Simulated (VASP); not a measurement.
I: single point with PBE

The system is I.

```
I
1.0
     0.00000    4.00427    4.00427
     4.00427    0.00000    4.00427
     4.00427    4.00427    0.00000
I
2
Direct
  0.00000 0.00000 0.00000
  0.25000 0.25000 0.25000
```

```json
{"Program": "VASP 6.6.1", "Task": "single point", "Functional": "PBE", "Potentials or basis": "VASP PAW PBE potentials, release 64 (I)", "Cutoff": "520 eV", "k mesh": "12 × 12 × 12", "Occupations": "fermi-dirac, width 0.0612256 eV", "Spin": "no spin polarisation"}
```

- Pressure: -0.6 GPa
- Band gap on the k mesh: zero (band 7 reaches 0.12 eV, above the bottom of band 8 at -0.91 eV)

Levels at points of the mesh, in eV from the Fermi level:
| k point | band 5 | band 6 | band 7 | band 8 | band 9 | band 10 |
| --- | --- | --- | --- | --- | --- | --- |
| (0.00, 0.00, 0.00) | -2.31 | -0.73 | -0.73 | -0.73 | 4.53 | 7.08 |
| (0.50, 0.00, 0.00) | -2.62 | -0.27 | -0.27 | -0.15 | 6.33 | 6.45 |
| (0.50, 0.50, 0.00) | -1.52 | -1.52 | 0.30 | 0.30 | 5.86 | 5.86 |

Wall time 2.4 min on 1 thread of Oxide Virtual Turin-like Processor, with other jobs on the host, peak memory 0.27 GiB.

Caveat: spin-orbit coupling is left out, which moves the levels of the heavy elements.
